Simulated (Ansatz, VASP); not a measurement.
**Two plane-wave programs on Zr2BiP2**

File INCAR:

```
SYSTEM = Zr2BiP2
  ALGO = Normal
  EDIFF = 1E-6
  ENCUT = 500
  GGA = PE
  GGA_COMPAT = .FALSE.
  ISIF = 2
  ISMEAR = 0
  LASPH = .TRUE.
  LCHARG = .TRUE.
  LELF = .TRUE.
  LREAL = .FALSE.
  LVHAR = .TRUE.
  LWAVE = .FALSE.
  NBANDS = 32
  NELM = 120
  PREC = Accurate
  SIGMA = 0.1
```

File KPOINTS:

```
k-points
0
G
  6 6 6
  0 0 0
```

File POSCAR:

```
Zr2BiP2
1.0
   -2.0894969710      2.0894969710      5.4823435378
    2.0894969710     -2.0894969710      5.4823435378
    2.0894969710      2.0894969710     -5.4823435378
Zr Bi P
2 1 2
Direct
    0.2500000000      0.7500000000      0.5000000000
    0.7500000000      0.2500000000      0.5000000000
    0.0000000000      0.0000000000      0.0000000000
    0.6260000000      0.6260000000      0.0000000000
    0.3740000000      0.3740000000      0.0000000000
```

Input for Ansatz:

```yaml
crystal:
  lattice:
    - [-2.089496971, 2.089496971, 5.4823435378]
    - [2.089496971, -2.089496971, 5.4823435378]
    - [2.089496971, 2.089496971, -5.4823435378]
  atoms:
    - { symbol: Zr, position: [0.25, 0.75, 0.5] }
    - { symbol: Zr, position: [0.75, 0.25, 0.5] }
    - { symbol: Bi, position: [0.0, 0.0, 0.0] }
    - { symbol: P, position: [0.626, 0.626, 0.0] }
    - { symbol: P, position: [0.374, 0.374, 0.0] }
basis:
  ecutwfc: 420
kpoints:
  mp_grid: { grid: [6, 6, 6] }
hamiltonian:
  xc: pbe
scf:
  occupations: { method: gaussian, width: 0.1 }
  lower_state_search: "off"
output:
  forces: true
  stress: true
  eigenvalues: true
```

Alike in both runs: task single point; functional PBE; k mesh 6 × 6 × 6; occupations gaussian, width 0.1 eV; no spin polarisation.

|  | VASP | Ansatz |
| --- | --- | --- |
| version | VASP 6.6.1 | Ansatz 0.2.0 |
| potentials or method | VASP PAW PBE potentials, release 64 (Zr_sv, Bi_d, P), cutoff 500 eV | scalar-relativistic, plane waves, PAW |
| valence electrons in the cell | 49 | 49 |

Ansatz gave:

| Item | Value |
| --- | --- |
| gap on the k mesh at the Fermi level (eV) | none |
| pressure (GPa) | 20.4 |
| traceless stress, the component that is largest in VASP (GPa) | -15.08 |
| rms of the force components (eV/Å) | 0.749 |

What did VASP give for the same quantities?

gap on the k mesh at the Fermi level (eV): none; pressure (GPa): 20.4; traceless stress, the component that is largest in VASP (GPa): -15.07; rms of the force components (eV/Å): 0.752.

Atom by atom the forces differ by 0.003 eV/Å (rms over components). A gap of «none» marks a metal or a gap that the smearing closes.

Spin-orbit coupling is off throughout.
